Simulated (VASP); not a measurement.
# AlRu (l.f) (Pm-3m) in VASP: further runs

AlRu (l.f) is run at these levels: LDA; tasks: single point, relaxation of cell and atoms.

All numbers are computed with VASP 6.6.1; they aren't measurements. Logs are shortened: lines on timing, memory, paths and dates and some standing lists are left out, and cuts for length are marked.

## Step 1: The cell of the first run

The structure is cubic, space group Pm-3m (No. 221). The conventional cell has a = 2.970 Å, b = 2.970 Å, c = 2.970 Å, α = 90.00°, β = 90.00°, γ = 90.00°. Ru (site symmetry m-3m) has 8 Al at 2.57 Å and 6 Ru at 2.97 Å within 3.4 Å. Within 3.4 Å of Al (site symmetry m-3m) lie 8 Ru at 2.57 Å and 6 Al at 2.97 Å.

## Step 2: Single point, LDA

The input, INCAR:

```
SYSTEM = AlRu
PREC = Accurate
ENCUT = 500
EDIFF = 1E-6
ISMEAR = 0
SIGMA = 0.1
LREAL = .FALSE.
LASPH = .TRUE.
NELM = 120
ALGO = Normal
ISIF = 2
LWAVE = .FALSE.
LCHARG = .FALSE.
GGA = CA
NBANDS = 16
GGA_COMPAT = .FALSE.
```

The input, KPOINTS:

```
Automatic mesh
0
G
  6 6 6
  0 0 0
```

The input, POSCAR:

```
AlRu
1.0
    2.9700000000      0.0000000000      0.0000000000
    0.0000000000      2.9700000000      0.0000000000
    0.0000000000      0.0000000000      2.9700000000
Ru Al
1 1
Direct
    0.0000000000      0.0000000000      0.0000000000
    0.5000000000      0.5000000000      0.5000000000
```

Potentials or basis: VASP PAW LDA potentials, release 64 (Ru_pv, Al).

Run with:

```console
$ cat potpaw_LDA.64/Ru_pv/POTCAR potpaw_LDA.64/Al/POTCAR > POTCAR
$ mpirun -np 1 vasp_std > vasp.out
```

OUTCAR:

```text
SYSTEM = AlRu
   PREC = Accurate
   ENCUT = 500
   EDIFF = 1E-6
   ISMEAR = 0
   LREAL = .FALSE.
   LASPH = .TRUE.
   NELM = 120
   ISIF = 2
   GGA = CA

 ion  position               nearest neighbor table
   1  0.000  0.000  0.000-   2 2.57   2 2.57   2 2.57   2 2.57   2 2.57   2 2.57   2 2.57   2 2.57

   2  0.500  0.500  0.500-   1 2.57   1 2.57   1 2.57   1 2.57   1 2.57   1 2.57   1 2.57   1 2.57

  LATTYP: Found a simple cubic cell.
 ALAT       =     2.9700000000

  Lattice vectors:

 A1 = (   2.9700000000,   0.0000000000,   0.0000000000)
 A2 = (   0.0000000000,   2.9700000000,   0.0000000000)
 A3 = (   0.0000000000,   0.0000000000,   2.9700000000)

Analysis of symmetry for initial positions (statically):
=====================================================================
 Subroutine PRICEL returns:
 Original cell was already a primitive cell.

 Routine SETGRP: Setting up the symmetry group for a
 simple cubic supercell.

 Subroutine GETGRP returns: Found 48 space group operations
 (whereof 48 operations were pure point group operations)
 out of a pool of 48 trial point group operations.

The static configuration has the point symmetry O_h .

Analysis of symmetry for dynamics (positions and initial velocities):
=====================================================================
 Subroutine PRICEL returns:
 Original cell was already a primitive cell.

 Routine SETGRP: Setting up the symmetry group for a
 simple cubic supercell.

 Subroutine GETGRP returns: Found 48 space group operations
 (whereof 48 operations were pure point group operations)
 out of a pool of 48 trial point group operations.

The dynamic configuration has the point symmetry O_h .

 Subroutine INISYM returns: Found 48 space group operations
 (whereof 48 operations are pure point group operations),
 and found     1 'primitive' translations

----------------------------------------------------------------------------------------

                                     Primitive cell

  volume of cell :      26.1981

  direct lattice vectors                    reciprocal lattice vectors
     2.970000000  0.000000000  0.000000000     0.336700337  0.000000000  0.000000000
     0.000000000  2.970000000  0.000000000     0.000000000  0.336700337  0.000000000
     0.000000000  0.000000000  2.970000000     0.000000000  0.000000000  0.336700337

  length of vectors
     2.970000000  2.970000000  2.970000000     0.336700337  0.336700337  0.336700337

[... 74 lines left out ...]
   NELM   =    120;   NELMIN=  2; NELMDL= -5     # of ELM steps
   EDIFF  = 0.1E-05   stopping-criterion for ELM
   LREAL  =      F    real-space projection
   EDIFFG = 0.1E-04   stopping-criterion for IOM
   NSW    =      0    number of steps for IOM
   IBRION =     -1    ionic relax: 0-MD 1-quasi-New 2-CG
   NFREE  =      0    steps in history (QN), initial steepest desc. (CG)
   ISIF   =      2    stress and relaxation
   ISYM   =      2    0-nonsym 1-usesym 2-fastsym
   POTIM  = 0.5000    time-step for ionic-motion
   TEBEG  =    0.0;   TEEND  =   0.0 temperature during run
   PSTRESS=    0.0 pullay stress
   NELECT =      17.0000    total number of electrons
   NUPDOWN=      -1.0000    fix difference up-down
   EMIN   =  10.00;   EMAX   =-10.00  energy-range for DOS
   EFERMI =   0.00;   METHOD = LEGACY
   ISMEAR =     0;   SIGMA  =   0.10  broadening in eV -4-tet -1-fermi 0-gaus
   EFERMI_NEDOS =   21; number of points for ismear=-14 and -15
   IALGO  =     38    algorithm
   IMIX   =      4    mixing-type and parameters
     AMIX     =   0.40;   BMIX     =  1.00
     AMIX_MAG =   1.60;   BMIX_MAG =  1.00
  volume/ion in A,a.u.               =      13.10        88.40
  Fermi-wavevector in a.u.,A,eV,Ry     =   1.417320  2.678347 27.331342  2.008797
  Thomas-Fermi vector in A             =   2.538563
   LORBIT       =      0    0 simple, 1 ext, 2 COOP (PROOUT), +10 PAW based schemes
   GGA     = CA    functional components
   LHFCALC =     F    Hartree Fock is set to
   AEXX    =    0.0000 exact exchange contribution
   IVDW    =     0    specifies the selected vdW correction
   LEPSILON=     F    determine dielectric tensor
   LRPA    =     F    only Hartree local field effects (RPA)
 non-spin polarized calculation
 Gauss-broadening in eV      SIGMA  =   0.10
  energy-cutoff  :      500.00
  volume of cell :       26.20
 maximum number of plane-waves:       691
 NGX is ok and might be reduce to    24
   NGX = 11   NGY = 11   NGZ = 11

 number of electron      16.9999996 magnetization

 Free energy of the ion-electron system (eV)
  ---------------------------------------------------
  ext. energy  EPLUGINS =         0.00000000
  ---------------------------------------------------
  free energy    TOTEN  =       -16.18549006 eV

  energy without entropy =      -16.17319159  energy(sigma->0) =      -16.17934082

 E-fermi :  10.6871     XC(G=0): -12.9068

 val. band max:       10.6217115899   @ k =   0.1667   0.1667   0.0000
 cond. band min:      10.6888275075   @ k =   0.3333   0.1667   0.0000
 fundamental gap:      0.0671159176
 Fermi energy:        10.6871319911

 k-point     1 :       0.0000    0.0000    0.0000
  band No.  band energies     occupation
      1     -30.7658      2.00000
      2     -30.7658      2.00000
      3     -30.7658      2.00000
      4       1.0362      2.00000
      5       7.1233      2.00000
      6       7.1233      2.00000
[... 357 lines left out ...]
      3     -30.9416      2.00000
      4       6.0677      2.00000
      5       6.0677      2.00000
      6       6.0677      2.00000
[... 8 lines left out ...]
     15      19.5850      0.00000
     16      22.4343      0.00000

------------------------ aborting loop because EDIFF is reached ----------------------------------------

  FORCE on cell =-STRESS in cart. coord.  units (eV):
  Direction    XX          YY          ZZ          XY          YZ          ZX
  --------------------------------------------------------------------------------------
  -------------------------------------------------------------------------------------
  Total       -0.5201313     -0.5201313     -0.5201313      0.0000000     -0.0000000      0.0000000
  in kB      -31.8093097    -31.8093097    -31.8093097      0.0000000     -0.0000000      0.0000000
  external PRESSURE =     -31.8093097 kB  Pullay stress =       0.0000000 kB

 VOLUME and BASIS-vectors are now :
 -----------------------------------------------------------------------------
  energy-cutoff  :      500.00
  volume of cell :       26.20
      direct lattice vectors                 reciprocal lattice vectors
     2.970000000  0.000000000  0.000000000     0.336700337  0.000000000  0.000000000
     0.000000000  2.970000000  0.000000000     0.000000000  0.336700337  0.000000000
     0.000000000  0.000000000  2.970000000     0.000000000  0.000000000  0.336700337

 POSITION                                       TOTAL-FORCE (eV/Angst)
 -----------------------------------------------------------------------------------
      0.00000      0.00000      0.00000         0.000000      0.000000      0.000000
      1.48500      1.48500      1.48500         0.000000      0.000000      0.000000
 -----------------------------------------------------------------------------------
    total drift:                                0.000000      0.000000      0.000000

  FREE ENERGIE OF THE ION-ELECTRON SYSTEM (eV)
  ---------------------------------------------------
  free  energy   TOTEN  =       -16.1854900571 eV

  energy  without entropy=      -16.1731915865  energy(sigma->0) =      -16.17934082
```

stdout:

```text
POSCAR found type information on POSCAR RuAl
 POSCAR found :  2 types and       2 ions
 scaLAPACK will be used
 LDA part: xc-table for (Slater(with rela. corr.)+CA(PZ))
 , standard interpolation
 POSCAR, INCAR and KPOINTS ok, starting setup
 FFT: planning ... GRIDC
 FFT: planning ... GRID_SOFT
 FFT: planning ... GRID
 WAVECAR not read
 entering main loop
```

Run time: 15 s. Hardware: 1 thread of Intel Xeon 8259CL, shared host; peak memory 0.13 GiB.

What came out:

```
Free energy : -16.1855 eV
Pressure    : -3.2 GPa
```

## Step 3: Single point, LDA

This run uses another cell than the first one, of 12.89 Å³/atom, 0.984 times its volume.

The input, INCAR:

```
PREC = Accurate
ENCUT = 500
EDIFF = 1E-6
ISMEAR = 0
SIGMA = 0.1
LREAL = F
LASPH = T
NELM = 120
ALGO = Normal
ISIF = 2
LWAVE = F
LCHARG = F
NBANDS = 16
GGA_COMPAT = F
```

The input, KPOINTS:

```
Automatic mesh
0
Gamma
  14 14 14
```

The input, POSCAR:

```
AlRu
1.0
    2.9538694693      0.0000000000      0.0000000000
    0.0000000000      2.9538694693      0.0000000000
    0.0000000000      0.0000000000      2.9538694693
Ru Al
1 1
Direct
    0.0000000000      0.0000000000      0.0000000000
    0.5000000000      0.5000000000      0.5000000000
```

Potentials or basis: VASP PAW LDA potentials, release 64 (Ru_pv, Al).

Run with:

```console
$ cat potpaw_LDA.64/Ru_pv/POTCAR potpaw_LDA.64/Al/POTCAR > POTCAR
$ mpirun -np 1 vasp_std > vasp.out
```

OUTCAR:

```text
PREC = Accurate
   ENCUT = 500
   EDIFF = 1E-6
   ISMEAR = 0
   LREAL = F
   LASPH = T
   NELM = 120
   ISIF = 2

 ion  position               nearest neighbor table
   1  0.000  0.000  0.000-   2 2.56   2 2.56   2 2.56   2 2.56   2 2.56   2 2.56   2 2.56   2 2.56

   2  0.500  0.500  0.500-   1 2.56   1 2.56   1 2.56   1 2.56   1 2.56   1 2.56   1 2.56   1 2.56

  LATTYP: Found a simple cubic cell.
 ALAT       =     2.9538694693

  Lattice vectors:

 A1 = (   2.9538694693,   0.0000000000,   0.0000000000)
[... 626 lines left out ...]
      3     -30.4913      2.00000
      4       4.1012      2.00000
      5       6.9730      2.00000
      6       8.3648      2.00000
[... 8 lines left out ...]
     15      23.9388      0.00000
     16      25.6456      0.00000

 [... further k-points ...]
[... 5 lines left out ...]
  --------------------------------------------------------------------------------------
  -------------------------------------------------------------------------------------
  Total        0.0959695      0.0959695      0.0959695      0.0000000      0.0000000      0.0000000
  in kB        5.9658199      5.9658199      5.9658199      0.0000000      0.0000000      0.0000000
  external PRESSURE =       5.9658199 kB  Pullay stress =       0.0000000 kB

 VOLUME and BASIS-vectors are now :
 -----------------------------------------------------------------------------
  energy-cutoff  :      500.00
  volume of cell :       25.77
      direct lattice vectors                 reciprocal lattice vectors
     2.953869469  0.000000000  0.000000000     0.338538994  0.000000000  0.000000000
     0.000000000  2.953869469  0.000000000     0.000000000  0.338538994  0.000000000
     0.000000000  0.000000000  2.953869469     0.000000000  0.000000000  0.338538994

 POSITION                                       TOTAL-FORCE (eV/Angst)
 -----------------------------------------------------------------------------------
      0.00000      0.00000      0.00000         0.000000      0.000000      0.000000
      1.47693      1.47693      1.47693         0.000000      0.000000      0.000000
 -----------------------------------------------------------------------------------
    total drift:                                0.000000      0.000000      0.000000

  FREE ENERGIE OF THE ION-ELECTRON SYSTEM (eV)
  ---------------------------------------------------
  free  energy   TOTEN  =       -16.1812221336 eV

  energy  without entropy=      -16.1722208097  energy(sigma->0) =      -16.17672147
```

It took 63 s on 1 thread of Intel Xeon 8259CL, shared host; peak memory 0.16 GiB.

What came out:

```
Free energy : -16.1812 eV
Pressure    : 0.6 GPa
```

## Step 4: Relaxation of cell and atoms, LDA

The input, INCAR:

```
SYSTEM = AlRu
ALGO = Normal
EDIFF = 1E-7
EDIFFG = -0.002
ENCUT = 500
GGA = CA
GGA_COMPAT = .FALSE.
IBRION = 2
ISIF = 3
ISMEAR = 0
LASPH = .TRUE.
LCHARG = .FALSE.
LREAL = .FALSE.
LWAVE = .FALSE.
NELM = 120
NELMIN = 4
NSW = 100
PREC = Accurate
SIGMA = 0.1
```

The input, KPOINTS:

```
k-points
0
G
  14 14 14
  0 0 0
```

The input, POSCAR:

```
AlRu
1.0
    2.9700000000      0.0000000000      0.0000000000
    0.0000000000      2.9700000000      0.0000000000
    0.0000000000      0.0000000000      2.9700000000
Ru Al
1 1
Direct
    0.0000000000      0.0000000000      0.0000000000
    0.5000000000      0.5000000000      0.5000000000
```

Run with:

```console
$ cat potpaw_LDA.64/Ru_pv/POTCAR potpaw_LDA.64/Al/POTCAR > POTCAR
$ mpirun -np 1 vasp_std > vasp.out
```

Wall time 1.8 min (1 thread of Intel Xeon 8259CL, shared host); peak memory 0.16 GiB.

Results (log left out):

```yaml
Free_energy: -16.1815 eV
Relaxed_volume: 12.92 Å³/atom
Relaxed_cell: a = 2.957 Å, b = 2.957 Å, c = 2.957 Å, α = 90.00°, β = 90.00°, γ = 90.00°
Space_group_after_relaxing_to_0.05_Å: Pm-3m (No. 221)
Energy_gained_by_relaxing: 1.7 meV/atom
Ionic_steps: 3
Pressure_after_relaxing: 0.0 GPa
```

The path:
```csv
step,energy change (eV),largest force (eV/Å),pressure (GPa),volume (Å³)
1,0.0000,0.0000,-3.08,26.20
2,0.0065,0.0000,5.60,25.25
3,-0.0035,0.0000,-0.01,25.84
```

Final structure:
```
Ru Al
1.0
     2.95652    0.00000    0.00000
     0.00000    2.95652    0.00000
     0.00000    0.00000    2.95652
Ru Al
1 1
Direct
  0.00000 0.00000 0.00000
  0.50000 0.50000 0.50000
```

Levels at points of the mesh, in eV from the Fermi level:
| k point | band 6 | band 7 | band 8 | band 9 | band 10 | band 11 | band 12 |
| --- | --- | --- | --- | --- | --- | --- | --- |
| (0.00, 0.00, 0.00) | -3.79 | 0.20 | 0.20 | 0.20 | 6.20 | 6.20 | 6.20 |
| (0.50, 0.00, 0.00) | -2.95 | -1.68 | -1.68 | 0.47 | 2.40 | 7.48 | 11.17 |
| (0.50, 0.50, 0.00) | -1.36 | -1.36 | -1.23 | -1.23 | 1.61 | 5.51 | 6.60 |
| (0.50, 0.50, 0.50) | -4.82 | 1.71 | 1.71 | 2.70 | 4.22 | 4.22 | 4.22 |

## Step 5: Overview

```tsv
task	cell	k mesh	gap on the mesh (eV)	pressure (GPa)
single point	a = 2.970 Å, 2 atoms	6 × 6 × 6	none	-3.2
single point	a = 2.954 Å, 2 atoms	14 × 14 × 14	none	0.6
relaxation of cell and atoms	relaxed from a = 2.970 Å, 2 atoms	14 × 14 × 14	none	0.0
```

Alike in all rows: level LDA; potentials or basis VASP PAW LDA potentials, release 64 (Ru_pv, Al); no spin polarisation; cutoff (eV) 500; smearing gaussian 0.1 eV.

Absolute energies hang on the potentials; compare differences alone.
